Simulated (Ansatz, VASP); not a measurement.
## SnO: VASP beside Ansatz

Contents of INCAR:

```
SYSTEM = SnO
ALGO = Normal
EDIFF = 1E-6
EDIFFG = -0.005
ENCUT = 600
GGA = PS
IBRION = 2
ISIF = 3
ISMEAR = 0
LASPH = .True.
LCHARG = .False.
LREAL = .False.
LWAVE = .False.
NELM = 80
NSW = 100
PREC = Accurate
SIGMA = 0.1
```

KPOINTS

```
k-points
0
Gamma
  12 12 10
  0 0 0
```

Contents of POSCAR:

```
SnO
1.0
    3.7986000000      0.0000000000      0.0000000000
    0.0000000000      3.7986000000      0.0000000000
    0.0000000000      0.0000000000      4.8408000000
Sn O
2 2
Direct
    0.5000000000      0.0000000000      0.2369000000
    0.0000000000      0.5000000000      0.7631000000
    0.0000000000      0.0000000000      0.0000000000
    0.5000000000      0.5000000000      0.0000000000
```

Input for Ansatz:

```yaml
crystal:
  lattice:
    - [3.7986, 0.0, 0.0]
    - [0.0, 3.7986, 0.0]
    - [0.0, 0.0, 4.8408]
  atoms:
    - { symbol: Sn, position: [0.5, 0.0, 0.2369] }
    - { symbol: Sn, position: [0.0, 0.5, 0.7631] }
    - { symbol: O, position: [0.0, 0.0, 0.0] }
    - { symbol: O, position: [0.5, 0.5, 0.0] }
basis:
  ecutwfc: 420
kpoints:
  mp_grid: { grid: [12, 12, 10] }
hamiltonian:
  xc: pbesol
scf:
  occupations: { method: gaussian, width: 0.1 }
output:
  forces: true
  stress: true
  eigenvalues: true
relax:
  adjacent_minimum: "off"
  f_tol: 0.005
  max_steps: 80
  cell: { stress_tol: 0.05 }
```

Alike in both runs: task relaxation of cell and atoms; functional PBEsol; k mesh 12 × 12 × 10; occupations gaussian, width 0.1 eV; no spin polarisation.

|  | VASP | Ansatz |
| --- | --- | --- |
| version | VASP 6.6.1 | Ansatz 0.2.0 |
| potentials or method | VASP PAW PBE potentials, release 64 (Sn_d, O), cutoff 600 eV | scalar-relativistic, plane waves, PAW |
| valence electrons in the cell | 40 | 40 |

```tsv
	VASP	Ansatz	Ansatz less VASP
gap on the k mesh at the Fermi level, each at its own relaxed structure (eV)	none	none	-
relaxed volume (Å³/atom)	17.13	17.20	+0.075
relaxed cell length with the largest relative difference (Å)	4.730	4.752	+0.0220
```

VASP's potentials were made for PBE, not for PBEsol. A gap of «none» marks a metal or a gap that the smearing closes.
